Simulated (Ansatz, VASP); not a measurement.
Ge3C3N8 in VASP and in Ansatz

```
CELL_PARAMETERS angstrom
7.21271 0.00000 0.00000
-3.60636 6.24639 0.00000
0.00000 0.00000 2.76730
ATOMIC_POSITIONS crystal
Ge 0.22937 0.84738 0.50000
Ge 0.15262 0.38199 0.50000
Ge 0.61801 0.77063 0.50000
C 0.43403 0.24792 0.00000
C 0.81389 0.56597 0.00000
C 0.75208 0.18611 0.00000
N 0.33333 0.66667 0.50000
N 0.66667 0.33333 0.00000
N 0.94882 0.61355 0.50000
N 0.29322 0.02471 0.00000
N 0.73148 0.70678 0.00000
N 0.38645 0.33526 0.50000
N 0.97529 0.26852 0.00000
N 0.66474 0.05118 0.50000
```

Alike in both runs: task single point; functional PBE; k mesh 6 × 6 × 10; occupations fermi-dirac, width 0.02 eV; no spin polarisation.

|  | VASP | Ansatz |
| --- | --- | --- |
| version | VASP 6.6.1 | Ansatz 0.2.0 |
| potentials or method | VASP PAW PBE potentials, release 64 (Ge_d, C, N) | plane waves, PAW |
| plane-wave cutoff (eV) | 520 | 420 |
| valence electrons in the cell | 94 | 94 |

|  | VASP | Ansatz | Ansatz less VASP |
| --- | --- | --- | --- |
| gap on the k mesh at the Fermi level (eV) | 1.83 | 1.84 | +0.007 |
| pressure (GPa) | 6.0 | 6.4 | +0.41 |
| rms of the force components (eV/Å) | 0.111 | 0.141 | +0.0295 |
